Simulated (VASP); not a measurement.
# ZnO (P6_3mc) in VASP: relaxation of cell and atoms with PBE

Aim: the relaxation of cell and atoms of ZnO with PBE.

All numbers are computed with VASP 6.6.1; they aren't measurements. Logs are shortened: lines on timing, memory, paths and dates and some standing lists are left out, and cuts for length are marked.

## Step 1: The cell of the first run

It takes space group P6_3mc (No. 186, hexagonal). The conventional cell has a = 3.237 Å, b = 3.237 Å, c = 5.222 Å, α = 90.00°, β = 90.00°, γ = 120.00°. Zn (site symmetry 3m) has 4 O at 1.97 to 1.98 Å within 2.6 Å. O (site symmetry 3m) has 4 Zn at 1.97 to 1.98 Å within 2.6 Å.

## Step 2: Relaxation of cell and atoms, PBE

INCAR

```
SYSTEM = ZnO
PREC = Accurate
ENCUT = 600
EDIFF = 1E-6
ISMEAR = 0
SIGMA = 0.02
LREAL = .False.
LASPH = .True.
NELM = 60
ALGO = Normal
ISIF = 3
LWAVE = .False.
LCHARG = .False.
GGA = PE
IBRION = 2
NSW = 100
EDIFFG = -0.005
```

KPOINTS

```
Automatic mesh
0
Gamma
  9 9 6
  0 0 0
```

POSCAR

```
ZnO
1.0
    3.2373510235      0.0000000000      0.0000000000
   -1.6186755117      2.8036282273      0.0000000000
    0.0000000000      0.0000000000      5.2220613000
Zn O
2 2
Direct
    0.6666666700      0.3333333300      0.5005917000
    0.3333333300      0.6666666700      0.0005917000
    0.6666666700      0.3333333300      0.8797183000
    0.3333333300      0.6666666700      0.3797183000
```

Potentials or basis: VASP PAW PBE potentials, release 64 (Zn, O).

The run is started by

```
> cat potpaw_PBE.64/Zn/POTCAR potpaw_PBE.64/O/POTCAR > POTCAR
> mpirun -np 1 vasp_std > vasp.out
```

OUTCAR:

```text
SYSTEM = ZnO
   PREC = Accurate
   ENCUT = 600
   EDIFF = 1E-6
   ISMEAR = 0
   LREAL = .False.
   LASPH = .True.
   NELM = 60
   ISIF = 3
   GGA = PE
   IBRION = 2
   NSW = 100
   EDIFFG = -0.005

 ion  position               nearest neighbor table
   1  0.667  0.333  0.501-   4 1.97   4 1.97   4 1.97   3 1.98
   2  0.333  0.667  0.001-   3 1.97   3 1.97   3 1.97   4 1.98
   3  0.667  0.333  0.880-   2 1.97   2 1.97   2 1.97   1 1.98
   4  0.333  0.667  0.380-   1 1.97   1 1.97   1 1.97   2 1.98

  LATTYP: Found a hexagonal cell.
 ALAT       =     3.2373510235
 C/A-ratio  =     1.6130661340

  Lattice vectors:

 A1 = (   3.2373510235,   0.0000000000,   0.0000000000)
 A2 = (  -1.6186755117,   2.8036282273,   0.0000000000)
 A3 = (   0.0000000000,   0.0000000000,   5.2220613000)

Analysis of symmetry for initial positions (statically):
=====================================================================
 Subroutine PRICEL returns:
 Original cell was already a primitive cell.

 Routine SETGRP: Setting up the symmetry group for a
 hexagonal supercell.

 Subroutine GETGRP returns: Found 12 space group operations
 (whereof  6 operations were pure point group operations)
 out of a pool of 24 trial point group operations.

The static configuration has the point symmetry C_3v.
 The point group associated with its full space group is C_6v.

Analysis of symmetry for dynamics (positions and initial velocities):
=====================================================================
 Subroutine PRICEL returns:
 Original cell was already a primitive cell.

 Routine SETGRP: Setting up the symmetry group for a
 hexagonal supercell.

 Subroutine GETGRP returns: Found 12 space group operations
 (whereof  6 operations were pure point group operations)
 out of a pool of 24 trial point group operations.

The dynamic configuration has the point symmetry C_3v.
 The point group associated with its full space group is C_6v.

 Subroutine INISYM returns: Found 12 space group operations
 (whereof  6 operations are pure point group operations),
 and found     1 'primitive' translations

----------------------------------------------------------------------------------------

                                     Primitive cell

  volume of cell :      47.3971

  direct lattice vectors                    reciprocal lattice vectors
     3.237351024  0.000000000  0.000000000     0.308894523  0.178340336  0.000000000
    -1.618675512  2.803628227  0.000000000     0.000000000  0.356680672  0.000000000
     0.000000000  0.000000000  5.222061300     0.000000000  0.000000000  0.191495263

  length of vectors
     3.237351024  3.237351023  5.222061300     0.356680672  0.356680672  0.191495263

  position of ions in fractional coordinates (direct lattice)
     0.666666670  0.333333330  0.500591700
     0.333333330  0.666666670  0.000591700
     0.666666670  0.333333330  0.879718300
     0.333333330  0.666666670  0.379718300

  ion indices of the primitive-cell ions
   primitive index   ion index
                 1           1
                 2           2
                 3           3
                 4           4

----------------------------------------------------------------------------------------

 KPOINTS: Automatic mesh

Automatic generation of k-mesh.
 Grid dimensions read from file:
 generate k-points for:    9    9    6

 Generating k-lattice:

  Cartesian coordinates                     Fractional coordinates (reciprocal lattice)
     0.034321614  0.019815593  0.000000000     0.111111111  0.000000000  0.000000000
     0.000000000  0.039631186  0.000000000     0.000000000  0.111111111  0.000000000
     0.000000000  0.000000000  0.031915877     0.000000000  0.000000000  0.166666667

  Length of vectors
     0.039631186  0.039631186  0.031915877

  Shift w.r.t. Gamma in fractional coordinates (k-lattice)
     0.000000000  0.000000000  0.000000000

 Subroutine IBZKPT returns following result:
 ===========================================

 Found     48 irreducible k-points:

 Following reciprocal coordinates:
            Coordinates               Weight
  0.000000  0.000000  0.000000      1.000000
  0.111111  0.000000  0.000000      6.000000
  0.222222  0.000000  0.000000      6.000000
  0.333333  0.000000  0.000000      6.000000
  0.444444  0.000000  0.000000      6.000000
  0.111111  0.111111  0.000000      6.000000
[... 16 lines left out ...]
  0.333333  0.222222  0.166667     24.000000
  0.333333  0.333333  0.166667      4.000000
 [... further k-points ...]
   k-points           NKPTS =     48   k-points in BZ     NKDIM =     48   number of bands    NBANDS=     22
   number of dos      NEDOS =    301   number of ions     NIONS =      4
   total plane-waves  NPLWV =  32928
   dimension x,y,z NGX =    28 NGY =   28 NGZ =   42
   dimension x,y,z NGXF=    56 NGYF=   56 NGZF=   84
   ions per type =               2   2
   NGX,Y,Z   is equivalent  to a cutoff of  14.38, 14.38, 13.37 a.u.
   NGXF,Y,Z  is equivalent  to a cutoff of  28.76, 28.76, 26.74 a.u.
 SYSTEM =  ZnO
   PREC   = accura    normal or accurate (medium, high low for compatibility)
   ISTART =      0    job   : 0-new  1-cont  2-samecut
   ICHARG =      2    charge: 1-file 2-atom 10-const
   ISPIN  =      1    spin polarized calculation?
   LNONCOLLINEAR =      F non collinear calculations
   LSORBIT =      F    spin-orbit coupling
   LASPH  =      T    aspherical Exc in radial PAW
   ENCUT  =  600.0 eV  44.10 Ry    6.64 a.u.   6.47  6.47 10.43*2*pi/ulx,y,z
   NELM   =     60;   NELMIN=  2; NELMDL= -5     # of ELM steps
   EDIFF  = 0.1E-05   stopping-criterion for ELM
   LREAL  =      F    real-space projection
   EDIFFG = -.5E-02   stopping-criterion for IOM
   NSW    =    100    number of steps for IOM
   IBRION =      2    ionic relax: 0-MD 1-quasi-New 2-CG
   NFREE  =      1    steps in history (QN), initial steepest desc. (CG)
   ISIF   =      3    stress and relaxation
   ISYM   =      2    0-nonsym 1-usesym 2-fastsym
   POTIM  = 0.5000    time-step for ionic-motion
   TEBEG  =    0.0;   TEEND  =   0.0 temperature during run
   PSTRESS=    0.0 pullay stress
   NELECT =      36.0000    total number of electrons
   NUPDOWN=      -1.0000    fix difference up-down
   EMIN   =  10.00;   EMAX   =-10.00  energy-range for DOS
   EFERMI =   0.00;   METHOD = LEGACY
   ISMEAR =     0;   SIGMA  =   0.02  broadening in eV -4-tet -1-fermi 0-gaus
   EFERMI_NEDOS =   21; number of points for ismear=-14 and -15
   IALGO  =     38    algorithm
   IMIX   =      4    mixing-type and parameters
     AMIX     =   0.40;   BMIX     =  1.00
     AMIX_MAG =   1.60;   BMIX_MAG =  1.00
  volume/ion in A,a.u.               =      11.85        79.96
  Fermi-wavevector in a.u.,A,eV,Ry     =   1.493682  2.822650 30.355784  2.231087
  Thomas-Fermi vector in A             =   2.606052
   LORBIT       =      0    0 simple, 1 ext, 2 COOP (PROOUT), +10 PAW based schemes
   GGA     = PE    functional components
   LHFCALC =     F    Hartree Fock is set to
   AEXX    =    0.0000 exact exchange contribution
   IVDW    =     0    specifies the selected vdW correction
   LEPSILON=     F    determine dielectric tensor
   LRPA    =     F    only Hartree local field effects (RPA)
 conjugate gradient relaxation of ions
 non-spin polarized calculation
 Gauss-broadening in eV      SIGMA  =   0.02
  energy-cutoff  :      600.00
  volume of cell :       47.40
 maximum number of plane-waves:      1605
 NGX is ok and might be reduce to    28
   NGX = 13   NGY = 13   NGZ = 21

--------------------------------------- Ionic step        1  -------------------------------------------

 number of electron      36.0000008 magnetization

 Free energy of the ion-electron system (eV)
  ---------------------------------------------------
  ext. energy  EPLUGINS =         0.00000000
  ---------------------------------------------------
  free energy    TOTEN  =       -17.81953141 eV

  energy without entropy =      -17.81953141  energy(sigma->0) =      -17.81953141

------------------------ aborting loop because EDIFF is reached ----------------------------------------

  FORCE on cell =-STRESS in cart. coord.  units (eV):
  Direction    XX          YY          ZZ          XY          YZ          ZX
  --------------------------------------------------------------------------------------
  -------------------------------------------------------------------------------------
  Total        1.9134669      1.9134669      1.9313976      0.0000000      0.0000000      0.0000000
  in kB       64.6813905     64.6813905     65.2875072      0.0000000      0.0000000      0.0000000
  external PRESSURE =      64.8834294 kB  Pullay stress =       0.0000000 kB
[... 61 lines left out ...]
  energy  without entropy=      -17.8511247828  energy(sigma->0) =      -17.85112478

--------------------------------------- Ionic step        3  -------------------------------------------

 number of electron      36.0000014 magnetization

 Free energy of the ion-electron system (eV)
  ---------------------------------------------------
  ext. energy  EPLUGINS =         0.00000000
  ---------------------------------------------------
  free energy    TOTEN  =       -17.86177342 eV

  energy without entropy =      -17.86177342  energy(sigma->0) =      -17.86177342

 E-fermi :   1.0048     XC(G=0): -10.6952

 val. band max:        0.8446028461   @ k =   0.0000   0.0000   0.0000
 cond. band min:       1.5648963432   @ k =   0.0000   0.0000   0.0000
 fundamental gap:      0.7202934971
 Fermi energy:         1.0048090277

 k-point     1 :       0.0000    0.0000    0.0000
  band No.  band energies     occupation
      1     -16.9298      2.00000
      2     -16.2703      2.00000
      3      -4.6669      2.00000
      4      -4.6669      2.00000
      5      -4.6274      2.00000
      6      -4.4941      2.00000
[... 574 lines left out ...]
      6      -4.0591      2.00000
[... 14 lines left out ...]
     21       8.5569      0.00000
     22       8.8925      0.00000

 [... further k-points ...]
[... 5 lines left out ...]
  --------------------------------------------------------------------------------------
  -------------------------------------------------------------------------------------
  Total       -0.0121004     -0.0121004      0.0061481     -0.0000000     -0.0000000      0.0000000
  in kB       -0.3909881     -0.3909881      0.1986569     -0.0000000     -0.0000000      0.0000000
  external PRESSURE =      -0.1944398 kB  Pullay stress =       0.0000000 kB
[... 19 lines left out ...]
  FREE ENERGIE OF THE ION-ELECTRON SYSTEM (eV)
  ---------------------------------------------------
  free  energy   TOTEN  =       -17.8617734166 eV

  energy  without entropy=      -17.8617734166  energy(sigma->0) =      -17.86177342

 reached required accuracy - stopping structural energy minimisation
```

Wall time 2.1 min (1 thread of Intel Xeon Platinum 8259CL at 2.50GHz (Skylake/Cascade Lake), shared host); peak memory 0.21 GiB.

What came out:

```
Free energy                           : -17.8618 eV
Relaxed volume                        : 12.40 Å³/atom
Relaxed cell                          : a = 3.286 Å, b = 3.286 Å, c = 5.302 Å, α = 90.00°, β = 90.00°, γ = 120.00°
Space group after relaxing (to 0.1 Å) : P6_3mc (No. 186)
Energy gained by relaxing             : 10.6 meV/atom
Ionic steps                           : 3
Pressure after relaxing               : 0.0 GPa
Band gap on the k mesh                : 0.72 eV
```

The path:
```csv
step,energy change (eV),largest force (eV/Å),pressure (GPa),volume (Å³)
1,0.0000,0.0020,6.49,47.40
2,-0.0316,0.0006,-2.88,50.77
3,-0.0422,0.0010,-0.02,49.58
```

Final structure:
```
Zn O
1.0
     3.28625    0.00000    0.00000
    -1.64312    2.84598    0.00000
     0.00000    0.00000    5.30168
Zn O
2 2
Direct
  0.66667 0.33333 0.50058
  0.33333 0.66667 0.00058
  0.66667 0.33333 0.87973
  0.33333 0.66667 0.37973
```

Caveat: semilocal functionals underestimate gaps, and a narrow one can read as zero.
